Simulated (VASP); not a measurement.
Wanted: the native input for a VASP 6.6.1 run.

- Task: single point
- Functional: PBEsol
- Potentials or basis: VASP PAW PBE potentials, release 64 (Ga_d, N, Al)
- Cutoff: 520 eV
- k mesh: 6 × 6 × 1
- Occupations: fermi-dirac, width 0.05 eV
- Spin: no spin polarisation
- Dipole correction: no
- Further INCAR settings: ALGO = Normal; EDIFF = 1e-06; NBANDS = 116

The structure of AlGa5N6 (an interface model) lies in POSCAR:

```
AlGa5N6
1.0
    2.2490600000     -2.2490600000      0.0000000000
    0.0000000000      2.2490600000     -2.2490600000
   17.8773888472     17.8773888472     17.8773888472
Ga N Al
10 12 2
Direct
    0.0000000000      0.0000000000      0.0009120000
    0.0000000000      0.0000000000      0.2523940000
    0.0000000000      0.0000000000      0.5039370000
    0.0000000000      0.0000000000      0.7556210000
    0.3333330000      0.6666670000      0.0846980000
    0.3333330000      0.6666670000      0.3362410000
    0.3333330000      0.6666670000      0.5877850000
    0.6666670000      0.3333330000      0.1685470000
    0.6666670000      0.3333330000      0.4200890000
    0.6666670000      0.3333330000      0.6716270000
    0.0000000000      0.0000000000      0.0637950000
    0.0000000000      0.0000000000      0.3153210000
    0.0000000000      0.0000000000      0.5668660000
    0.0000000000      0.0000000000      0.8188930000
    0.3333330000      0.6666670000      0.1476240000
    0.3333330000      0.6666670000      0.3991690000
    0.3333330000      0.6666670000      0.6507150000
    0.3333330000      0.6666670000      0.8992460000
    0.6666670000      0.3333330000      0.2314730000
    0.6666670000      0.3333330000      0.4830180000
    0.6666670000      0.3333330000      0.7345370000
    0.6666670000      0.3333330000      0.9796100000
    0.3333330000      0.6666670000      0.8379290000
    0.6666670000      0.3333330000      0.9186320000
```

The input as run:

INCAR

```
  PREC = Accurate
  ENCUT = 520
  EDIFF = 1E-6
  ISMEAR = -1
  SIGMA = 0.05
  LREAL = False
  LASPH = True
  NELM = 120
  ALGO = Normal
  ISIF = 2
  LWAVE = False
  LCHARG = True
  GGA = PS
  LELF = True
  LVHAR = True
  NBANDS = 116
  GGA_COMPAT = False
```

KPOINTS

```
regular mesh
0
Gamma
  6 6 1
```

Potentials or basis: VASP PAW PBE potentials, release 64 (Ga_d, N, Al).

Launch:

```bash
$ cat potpaw_PBE.64/Ga_d/POTCAR potpaw_PBE.64/N/POTCAR potpaw_PBE.64/Al/POTCAR > POTCAR
$ mpirun -np 1 vasp_std > vasp.out
```

It gave:

| Item | Value |
| --- | --- |
| Pressure | -1.5 GPa |
| Largest force | 0.027 eV/Å |
| Band gap on the k mesh | 1.85 eV |

Caveat: the PAW data sets were made with another functional, which shifts forces and pressure a little.

It took 6.2 min on 1 thread of Oxide Virtual Turin-like Processor, with other jobs on the host, peak memory 0.4 GiB.
